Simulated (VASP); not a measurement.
# MnO2 (R-3m) in VASP: further runs

MnO2 is run at these levels: PBE, PBEsol; tasks: single point.

All numbers are computed with VASP 6.6.1; they aren't measurements. Logs are shortened: lines on timing, memory, paths and dates and some standing lists are left out, and cuts for length are marked.

## Step 1: The cell of the first run

Symmetry: R-3m, No. 166, trigonal system. The conventional cell has a = 2.876 Å, b = 2.876 Å, c = 13.843 Å, α = 90.00°, β = 90.00°, γ = 120.00°. Mn (site symmetry -3m) has 6 O at 1.92 Å within 2.5 Å. O (site symmetry 3m) has 3 Mn at 1.92 Å and 3 O at 2.53 Å within 2.6 Å.

## Step 2: Single point, PBE, collinear spin, ferromagnetic start

Contents of INCAR:

```
PREC = Accurate
ENCUT = 700
EDIFF = 1E-6
ISMEAR = -1
SIGMA = 0.05
LREAL = F
LASPH = T
NELM = 200
ALGO = Normal
ISIF = 2
LWAVE = F
LCHARG = F
ISPIN = 2
MAGMOM = 4 0 0
LORBIT = 11
LMAXMIX = 4
GGA = PE
NBANDS = 24
GGA_COMPAT = F
```

Contents of KPOINTS:

```
regular mesh
0
Gamma
  11 11 11
```

Contents of POSCAR:

```
MnO2
1.0
    1.4378949485      0.8301690355      4.6142895739
   -1.4378949485      0.8301690355      4.6142895739
    0.0000000000     -1.6603380711      4.6142895739
Mn O
1 2
Direct
    0.0000000000      0.0000000000      0.0000000000
    0.7356355100      0.7356355100      0.7356355100
    0.2643644900      0.2643644900      0.2643644900
```

Potentials or basis: VASP PAW PBE potentials, release 64 (Mn_sv, O).

Launch:

```
cat potpaw_PBE.64/Mn_sv/POTCAR potpaw_PBE.64/O/POTCAR > POTCAR
mpirun -np 1 vasp_std > vasp.out
```

OUTCAR:

```text
PREC = Accurate
   ENCUT = 700
   EDIFF = 1E-6
   ISMEAR = -1
   LREAL = F
   LASPH = T
   NELM = 200
   ISIF = 2
   ISPIN = 2
   LORBIT = 11
   GGA = PE

 ion  position               nearest neighbor table
   1  0.000  0.000  0.000-   2 1.92   3 1.92   2 1.92   2 1.92   3 1.92   3 1.92
   2  0.736  0.736  0.736-   1 1.92   1 1.92   1 1.92
   3  0.264  0.264  0.264-   1 1.92   1 1.92   1 1.92

  LATTYP: Found a trigonal (rhomboedric) cell.
 ALAT       =     4.9039158621
 COS(alpha) =     0.8280515398

  Lattice vectors:

 A1 = (   1.4378949485,   0.8301690355,   4.6142895739)
 A2 = (  -1.4378949485,   0.8301690355,   4.6142895739)
 A3 = (   0.0000000000,  -1.6603380711,   4.6142895739)

Analysis of symmetry for initial positions (statically):
=====================================================================
 Subroutine PRICEL returns:
 Original cell was already a primitive cell.

 Routine SETGRP: Setting up the symmetry group for a
 trigonal (rhombohedral) supercell.

 Subroutine GETGRP returns: Found 12 space group operations
 (whereof 12 operations were pure point group operations)
 out of a pool of 12 trial point group operations.

The static configuration has the point symmetry D_3d.

Analysis of symmetry for dynamics (positions and initial velocities):
=====================================================================
 Subroutine PRICEL returns:
 Original cell was already a primitive cell.

 Routine SETGRP: Setting up the symmetry group for a
 trigonal (rhombohedral) supercell.

 Subroutine GETGRP returns: Found 12 space group operations
 (whereof 12 operations were pure point group operations)
 out of a pool of 12 trial point group operations.

The dynamic configuration has the point symmetry D_3d.

Analysis of structural, dynamic, and magnetic symmetry:
=====================================================================
 Subroutine PRICEL returns:
 Original cell was already a primitive cell.

 Routine SETGRP: Setting up the symmetry group for a
 trigonal (rhombohedral) supercell.

 Subroutine GETGRP returns: Found 12 space group operations
 (whereof 12 operations were pure point group operations)
 out of a pool of 12 trial point group operations.

The overall configuration has the point symmetry D_3d.

 Subroutine INISYM returns: Found 12 space group operations
 (whereof 12 operations are pure point group operations),
 and found     1 'primitive' translations

----------------------------------------------------------------------------------------

                                     Primitive cell

  volume of cell :      33.0484

  direct lattice vectors                    reciprocal lattice vectors
     1.437894949  0.830169035  4.614289574     0.347730549  0.200762326  0.072239362
    -1.437894949  0.830169035  4.614289574    -0.347730549  0.200762326  0.072239362
     0.000000000 -1.660338071  4.614289574     0.000000000 -0.401524652  0.072239362

  length of vectors
     4.903915862  4.903915862  4.903915862     0.407971288  0.407971288  0.407971288

  position of ions in fractional coordinates (direct lattice)
     0.000000000  0.000000000  0.000000000
     0.735635510  0.735635510  0.735635510
     0.264364490  0.264364490  0.264364490

  ion indices of the primitive-cell ions
   primitive index   ion index
                 1           1
                 2           2
                 3           3

----------------------------------------------------------------------------------------

 KPOINTS: regular mesh

Automatic generation of k-mesh.
 Grid dimensions read from file:
 generate k-points for:   11   11   11

 Generating k-lattice:

  Cartesian coordinates                     Fractional coordinates (reciprocal lattice)
     0.031611868  0.018251121  0.006567215     0.090909091  0.000000000  0.000000000
    -0.031611868  0.018251121  0.006567215     0.000000000  0.090909091  0.000000000
     0.000000000 -0.036502241  0.006567215     0.000000000  0.000000000  0.090909091

  Length of vectors
     0.037088299  0.037088299  0.037088299

  Shift w.r.t. Gamma in fractional coordinates (k-lattice)
     0.000000000  0.000000000  0.000000000

 Subroutine IBZKPT returns following result:
 ===========================================

 Found    146 irreducible k-points:

 Following reciprocal coordinates:
            Coordinates               Weight
  0.000000  0.000000  0.000000      1.000000
  0.090909  0.000000 -0.000000      6.000000
  0.181818 -0.000000  0.000000      6.000000
  0.272727  0.000000 -0.000000      6.000000
  0.363636  0.000000  0.000000      6.000000
  0.454545 -0.000000  0.000000      6.000000
[... 16 lines left out ...]
 -0.272727  0.181818  0.000000     12.000000
 -0.181818  0.181818  0.000000      6.000000
 [... further k-points ...]
   k-points           NKPTS =    146   k-points in BZ     NKDIM =    146   number of bands    NBANDS=     24
   number of dos      NEDOS =    301   number of ions     NIONS =      3
   total plane-waves  NPLWV =  74088
   dimension x,y,z NGX =    42 NGY =   42 NGZ =   42
   dimension x,y,z NGXF=    84 NGYF=   84 NGZF=   84
   ions per type =               1   2
   NGX,Y,Z   is equivalent  to a cutoff of  14.24, 14.24, 14.24 a.u.
   NGXF,Y,Z  is equivalent  to a cutoff of  28.48, 28.48, 28.48 a.u.
 SYSTEM =  unknown system
   PREC   = accura    normal or accurate (medium, high low for compatibility)
   ISTART =      0    job   : 0-new  1-cont  2-samecut
   ICHARG =      2    charge: 1-file 2-atom 10-const
   ISPIN  =      2    spin polarized calculation?
   LNONCOLLINEAR =      F non collinear calculations
   LSORBIT =      F    spin-orbit coupling
   LASPH  =      T    aspherical Exc in radial PAW
   ENCUT  =  700.0 eV  51.45 Ry    7.17 a.u.  10.58 10.58 10.58*2*pi/ulx,y,z
   NELM   =    200;   NELMIN=  2; NELMDL= -5     # of ELM steps
   EDIFF  = 0.1E-05   stopping-criterion for ELM
   LREAL  =      F    real-space projection
   EDIFFG = 0.1E-04   stopping-criterion for IOM
   NSW    =      0    number of steps for IOM
   IBRION =     -1    ionic relax: 0-MD 1-quasi-New 2-CG
   NFREE  =      0    steps in history (QN), initial steepest desc. (CG)
   ISIF   =      2    stress and relaxation
   ISYM   =      2    0-nonsym 1-usesym 2-fastsym
   POTIM  = 0.5000    time-step for ionic-motion
   TEBEG  =    0.0;   TEEND  =   0.0 temperature during run
   PSTRESS=    0.0 pullay stress
   NELECT =      27.0000    total number of electrons
   NUPDOWN=      -1.0000    fix difference up-down
   EMIN   =  10.00;   EMAX   =-10.00  energy-range for DOS
   EFERMI =   0.00;   METHOD = LEGACY
   ISMEAR =    -1;   SIGMA  =   0.05  broadening in eV -4-tet -1-fermi 0-gaus
   EFERMI_NEDOS =   21; number of points for ismear=-14 and -15
   IALGO  =     38    algorithm
   IMIX   =      4    mixing-type and parameters
     AMIX     =   0.40;   BMIX     =  1.00
     AMIX_MAG =   1.60;   BMIX_MAG =  1.00
  volume/ion in A,a.u.               =      11.02        74.34
  Fermi-wavevector in a.u.,A,eV,Ry     =   1.530428  2.892089 31.867688  2.342209
  Thomas-Fermi vector in A             =   2.637912
   LORBIT       =     11    0 simple, 1 ext, 2 COOP (PROOUT), +10 PAW based schemes
   GGA     = PE    functional components
   LHFCALC =     F    Hartree Fock is set to
   AEXX    =    0.0000 exact exchange contribution
   IVDW    =     0    specifies the selected vdW correction
   LEPSILON=     F    determine dielectric tensor
   LRPA    =     F    only Hartree local field effects (RPA)
 spin polarized calculation
  energy-cutoff  :      700.00
  volume of cell :       33.05
 maximum number of plane-waves:      1412
   NGX = 21   NGY = 21   NGZ = 21

 number of electron      27.0000004 magnetization       3.0006378

 Free energy of the ion-electron system (eV)
  ---------------------------------------------------
  ext. energy  EPLUGINS =         0.00000000
  ---------------------------------------------------
  free energy    TOTEN  =       -24.03349518 eV

  energy without entropy =      -24.03349244  energy(sigma->0) =      -24.03349381

 E-fermi :   4.6489     XC(G=0): -10.7626

 val. band max:        4.1618227655   @ k =  -0.4545   0.4545   0.4545
 cond. band min:       5.0995459199   @ k =   0.0000   0.0000   0.0000
 fundamental gap:      0.9377231544
 Fermi energy:         4.6489448597

 spin component 1

 k-point     1 :       0.0000    0.0000    0.0000
  band No.  band energies     occupation
      1     -77.4029      1.00000
      2     -46.0462      1.00000
      3     -46.0386      1.00000
      4     -46.0386      1.00000
      5     -15.2774      1.00000
      6     -13.0267      1.00000
[... 16 lines left out ...]
     23      25.9080      0.00000
     24      26.9097      0.00000
[... 598 lines left out ...]
      2     -46.1346      1.00000
      3     -46.0726      1.00000
      4     -46.0288      1.00000
      5     -14.2754      1.00000
      6     -13.3099      1.00000
[... 16 lines left out ...]
     23      23.6753      0.00000
     24      24.7175      0.00000

 [... further k-points ...]

 spin component 2

 k-point     1 :       0.0000    0.0000    0.0000
  band No.  band energies     occupation
      1     -74.1880      1.00000
      2     -42.9532      1.00000
      3     -42.9532      1.00000
      4     -42.7815      1.00000
      5     -15.1343      1.00000
      6     -12.9323      1.00000
[... 16 lines left out ...]
     23      26.3536      0.00000
     24      27.6690      0.00000
[... 598 lines left out ...]
      2     -43.0672      1.00000
      3     -42.9930      1.00000
      4     -42.7592      1.00000
      5     -14.1481      1.00000
      6     -13.1996      1.00000
[... 16 lines left out ...]
     23      24.1463      0.00000
     24      25.2931      0.00000

 [... further k-points ...]

------------------------ aborting loop because EDIFF is reached ----------------------------------------

  FORCE on cell =-STRESS in cart. coord.  units (eV):
  Direction    XX          YY          ZZ          XY          YZ          ZX
  --------------------------------------------------------------------------------------
  -------------------------------------------------------------------------------------
  Total        0.0956279      0.0956279      0.2440341      0.0000000     -0.0000000     -0.0000000
  in kB        4.6360190      4.6360190     11.8307245      0.0000000     -0.0000000     -0.0000000
  external PRESSURE =       7.0342541 kB  Pullay stress =       0.0000000 kB

 VOLUME and BASIS-vectors are now :
 -----------------------------------------------------------------------------
  energy-cutoff  :      700.00
  volume of cell :       33.05
      direct lattice vectors                 reciprocal lattice vectors
     1.437894949  0.830169035  4.614289574     0.347730549  0.200762326  0.072239362
    -1.437894949  0.830169035  4.614289574    -0.347730549  0.200762326  0.072239362
     0.000000000 -1.660338071  4.614289574     0.000000000 -0.401524652  0.072239362

 POSITION                                       TOTAL-FORCE (eV/Angst)
 -----------------------------------------------------------------------------------
      0.00000      0.00000      0.00000         0.000000      0.000000      0.000000
      0.00000     -0.00000     10.18331         0.000000      0.000000     -0.081139
      0.00000     -0.00000      3.65956         0.000000     -0.000000      0.081139
 -----------------------------------------------------------------------------------
    total drift:                               -0.000000     -0.000000      0.000000

  FREE ENERGIE OF THE ION-ELECTRON SYSTEM (eV)
  ---------------------------------------------------
  free  energy   TOTEN  =       -24.0334951782 eV

  energy  without entropy=      -24.0334924413  energy(sigma->0) =      -24.03349381

 total charge

# of ion       s       p       d       tot
------------------------------------------
    1        2.201   6.107   4.446  12.755
    2        1.578   3.413   0.000   4.991
    3        1.578   3.413   0.000   4.991
--------------------------------------------------
tot          5.357  12.932   4.446  22.736

 magnetization (x)

# of ion       s       p       d       tot
------------------------------------------
    1        0.024   0.017   2.700   2.741
    2        0.004   0.032   0.000   0.035
    3        0.004   0.032   0.000   0.035
--------------------------------------------------
tot          0.031   0.080   2.700   2.811
```

Wall time 16 min (1 thread of Intel Xeon Platinum 8488C (Sapphire Rapids), shared host); peak memory 0.48 GiB.

Results:

```yaml
Free_energy: -24.0335 eV
Pressure: 0.7 GPa
Largest_force: 0.081 eV/Å
Band_gap_on_the_k_mesh: 0.94 eV (least direct gap 1.01 eV)
Net_moment: 3.00 μB per cell
Site_moments: Mn +2.74; O +0.04 μB
Valence_electrons_inside_the_program's_atomic_spheres: Mn 12.76; O 4.99
```

Forces in eV/Å, atoms in the order of the input:
```
Mn   0.000  0.000  0.000
O    0.000  0.000 -0.081
O    0.000  0.000  0.081
```

Levels at points of the mesh, in eV from the valence-band top:
Spin up:
| k point | band 12 | band 13 | band 14 | band 15 | band 16 | band 17 | band 18 | band 19 |
| --- | --- | --- | --- | --- | --- | --- | --- | --- |
| (0.00, 0.00, 0.00) | -1.32 | -1.32 | -1.05 | -0.31 | 2.90 | 2.90 | 7.09 | 10.31 |
Spin down:
```tsv
k point	band 9	band 10	band 11	band 12	band 13	band 14	band 15	band 16
(0.00, 0.00, 0.00)	-4.89	-1.27	-1.27	-0.89	0.94	0.94	2.54	4.19
```

Caveat: a cell with one magnetic atom can't hold antiferromagnetic order, which such compounds often take.

(Part 1 of 2 ends here.)
